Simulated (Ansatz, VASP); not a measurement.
Ta3Ga: VASP beside Ansatz

Contents of INCAR:

```
SYSTEM = Ta3Ga
  ALGO = Normal
  EDIFF = 1E-6
  EDIFFG = -0.04
  ENCUT = 600
  GGA = PE
  IBRION = 2
  ISIF = 3
  ISMEAR = 0
  LASPH = .TRUE.
  LCHARG = .FALSE.
  LREAL = .FALSE.
  LWAVE = .FALSE.
  NELM = 60
  NSW = 90
  PREC = Accurate
  SIGMA = 0.1
```

Contents of KPOINTS:

```
k-points
0
G
  3 3 4
  0 0 0
```

POSCAR

```
Ta3Ga
1.0
    5.8217690296      0.0000000000      0.0000000000
   -2.9108845148      5.0417998746      0.0000000000
    0.0000000000      0.0000000000      4.6728679004
Ta Ga
6 2
Direct
    0.8330000000      0.6660000000      0.2500000000
    0.1670000000      0.8330000000      0.7500000000
    0.3340000000      0.1670000000      0.2500000000
    0.1670000000      0.3340000000      0.7500000000
    0.8330000000      0.1670000000      0.2500000000
    0.6660000000      0.8330000000      0.7500000000
    0.3333333333      0.6666666667      0.2500000000
    0.6666666667      0.3333333333      0.7500000000
```

Input for Ansatz:

```yaml
crystal:
  lattice:
    - [5.8217690296, 0.0, 0.0]
    - [-2.9108845148, 5.0417998746, 0.0]
    - [0.0, 0.0, 4.6728679004]
  atoms:
    - { symbol: Ta, position: [0.833, 0.666, 0.25] }
    - { symbol: Ta, position: [0.167, 0.833, 0.75] }
    - { symbol: Ta, position: [0.334, 0.167, 0.25] }
    - { symbol: Ta, position: [0.167, 0.334, 0.75] }
    - { symbol: Ta, position: [0.833, 0.167, 0.25] }
    - { symbol: Ta, position: [0.666, 0.833, 0.75] }
    - { symbol: Ga, position: [0.3333333333, 0.6666666667, 0.25] }
    - { symbol: Ga, position: [0.6666666667, 0.3333333333, 0.75] }
basis:
  ecutwfc: 420
kpoints:
  mp_grid: { grid: [3, 3, 4] }
hamiltonian:
  xc: pbe
scf:
  occupations: { method: gaussian, width: 0.1 }
  lower_state_search: "off"
output:
  forces: true
  stress: true
  eigenvalues: true
relax:
  adjacent_minimum: "off"
  f_tol: 0.04
  max_steps: 70
  cell: { stress_tol: 0.4 }
```

Alike in both runs: task relaxation of cell and atoms; functional PBE; k mesh 3 × 3 × 4; occupations gaussian, width 0.1 eV; no spin polarisation.

|  | VASP | Ansatz |
| --- | --- | --- |
| version | VASP 6.6.1 | Ansatz 0.2.0 |
| potentials or method | VASP PAW PBE potentials, release 64 (Ta_pv, Ga_d), cutoff 600 eV | scalar-relativistic, plane waves, PAW |
| valence electrons in the cell | 92 | 104 |

|  | VASP | Ansatz | Ansatz less VASP |
| --- | --- | --- | --- |
| gap on the k mesh at the Fermi level, each at its own relaxed structure (eV) | none | none | - |
| relaxed volume (Å³/atom) | 17.58 | 17.56 | -0.016 |
| relaxed length of the cell vector where the two differ most in proportion (Å) | 5.771 | 5.766 | -0.0052 |

A gap of «none» marks a metal or a gap that the smearing closes. VASP's potentials hold 92 valence electrons a cell and Ansatz's 104, so a difference there can come from the potentials and not from the codes.

The k mesh is coarse, so the values compare programs but aren't converged. Spin-orbit coupling is off throughout.
